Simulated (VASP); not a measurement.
## Al: single point with PBEsol

Crystal: Al.

```
CELL_PARAMETERS angstrom
-1.42871 1.42871 2.02049
1.42871 -1.42871 2.02049
1.42871 1.42871 -2.02049
ATOMIC_POSITIONS crystal
Al 0.50000 0.50000 0.00000
```

| Item | Value |
| --- | --- |
| Program | VASP 6.6.1 |
| Task | single point |
| Functional | PBEsol |
| Potentials or basis | VASP PAW PBE potentials, release 64 (Al) |
| Cutoff | 520 eV |
| k mesh | 28 × 28 × 28 |
| Occupations | gaussian, width 0.1 eV |
| Spin | no spin polarisation |
| Dipole correction | no |
| k mesh for the DOS | 42 × 42 × 42 |
| Occupations for the DOS | tetrahedron |
| Further INCAR settings | ALGO = Fast; EDIFF = 1e-06 |

The valence electrons inside the program's atomic spheres are Al 0.77.

Levels at points of the mesh, in eV from the Fermi level:
```csv
k point,band 1,band 2,band 3,band 4,band 5
"(0.00, 0.00, 0.00)",-11.14,12.58,12.58,12.58,14.08
"(0.50, 0.00, 0.00)",-4.61,-4.39,11.38,11.40,11.42
"(0.50, 0.50, 0.00)",-2.93,-1.62,5.24,5.57,5.57
```

Wall time 2.5 min on 1 thread of Intel Xeon 8259CL, with other jobs on the host, peak memory 0.32 GiB.
